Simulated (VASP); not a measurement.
The system is Sb.

```
Sb
1.0
     4.49731    0.00000    0.00000
     0.00000    4.39143    0.00000
    -1.31166    0.00000    6.32163
Sb
4
Direct
  0.33993 0.25000 0.68367
  0.93664 0.75000 0.76276
  0.06336 0.25000 0.23724
  0.66007 0.75000 0.31633
```

Base run:

```yaml
Program: VASP 6.6.1
Functional: PBEsol
Potentials_or_basis: VASP PAW PBE potentials, release 64 (Sb)
Cutoff: 520 eV
k_mesh: 6 × 6 × 4
Occupations: fermi-dirac, width 0.05 eV
Spin: no spin polarisation
```

Its results: band gap on the k mesh zero (band 10 reaches 6.76 eV, above the bottom of band 11 at 6.16 eV); pressure -1.3 GPa; largest force 0.165 eV/Å.

After a change of settings the same cell gave: band gap on the k mesh zero (band 10 reaches 6.90 eV, above the bottom of band 11 at 6.20 eV); pressure 0.4 GPa; largest force 0.188 eV/Å. Which change was it?
A. further incar settings from ALGO = Normal; EDIFF = 1e-06; NBANDS = 18 to ALGO = Normal; EDIFF = 1e-07; NBANDS = 18
B. functional from PBEsol to r2SCAN
C. functional from PBEsol to LDA; potentials or basis from VASP PAW PBE potentials, release 64 (Sb) to VASP PAW LDA potentials, release 64 (Sb)
D. potentials or basis from VASP PAW PBE potentials, release 64 (Sb) to VASP PAW PBE potentials, release 64 (Sb_d_GW); cutoff from 520 eV to 500 eV; further incar settings from ALGO = Normal; EDIFF = 1e-06; NBANDS = 18 to ALGO = Normal; EDIFF = 1e-06; NBANDS = 38; valence electrons from 20 to 60

B.

Caveats: the PAW data sets were made with another functional, which shifts forces and pressure a little; spin-orbit coupling is left out, which moves the levels of the heavy elements.
